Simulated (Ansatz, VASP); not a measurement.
Two plane-wave programs on InGaO2

The input INCAR:

```
PREC = Accurate
ENCUT = 600
EDIFF = 1E-7
ISMEAR = 0
SIGMA = 0.1
LREAL = F
LASPH = T
NELM = 120
ALGO = Normal
ISIF = 3
LWAVE = F
LCHARG = F
GGA = PE
IBRION = 2
NSW = 90
EDIFFG = -0.04
GGA_COMPAT = F
NELMIN = 4
```

File KPOINTS:

```
Automatic mesh
0
Gamma
  6 6 4
```

File POSCAR:

```
InGaO2
1.0
    3.1614442200      0.0000000000      0.0000000000
    0.0000000000      3.5220035800      0.0000000000
    0.0000000000      0.0000000000      5.7064073900
In Ga O
1 1 2
Direct
    0.5000000000      0.5000000000      0.5000000000
    0.0000000000      0.0000000000      0.0000000000
    0.5000000000      0.0000000000      0.2460425300
    0.5000000000      0.0000000000      0.7539574700
```

Input for Ansatz:

```yaml
crystal:
  lattice:
    - [3.16144422, 0.0, 0.0]
    - [0.0, 3.52200358, 0.0]
    - [0.0, 0.0, 5.70640739]
  atoms:
    - { symbol: In, position: [0.5, 0.5, 0.5] }
    - { symbol: Ga, position: [0.0, 0.0, 0.0] }
    - { symbol: O, position: [0.5, 0.0, 0.24604253] }
    - { symbol: O, position: [0.5, 0.0, 0.75395747] }
basis:
  ecutwfc: 420
kpoints:
  mp_grid: { grid: [6, 6, 4] }
hamiltonian:
  xc: pbe
scf:
  occupations: { method: gaussian, width: 0.1 }
  lower_state_search: "off"
output:
  forces: true
  stress: true
  eigenvalues: true
relax:
  adjacent_minimum: "off"
  f_tol: 0.04
  max_steps: 70
  cell: { stress_tol: 0.4 }
```

Change from the starting cell: species swapped into the AgPdO2 type (Pmmm, No. 47).

Alike in both runs: task relaxation of cell and atoms; functional PBE; k mesh 6 × 6 × 4; occupations gaussian, width 0.1 eV; no spin polarisation.

|  | VASP | Ansatz |
| --- | --- | --- |
| version | VASP 6.6.1 | Ansatz 0.2.0 |
| potentials or method | VASP PAW PBE potentials, release 64 (In_d, Ga_d, O), cutoff 600 eV | scalar-relativistic, plane waves, PAW |
| valence electrons in the cell | 38 | 38 |

|  | VASP | Ansatz | Ansatz less VASP |
| --- | --- | --- | --- |
| gap on the k mesh at the Fermi level, each at its own relaxed structure (eV) | none | none | - |
| relaxed volume (Å³/atom) | 16.32 | 16.29 | -0.029 |
| relaxed cell length with the largest relative difference (Å) | 6.094 | 6.107 | +0.0133 |

A gap of «none» marks a metal or a gap that the smearing closes.
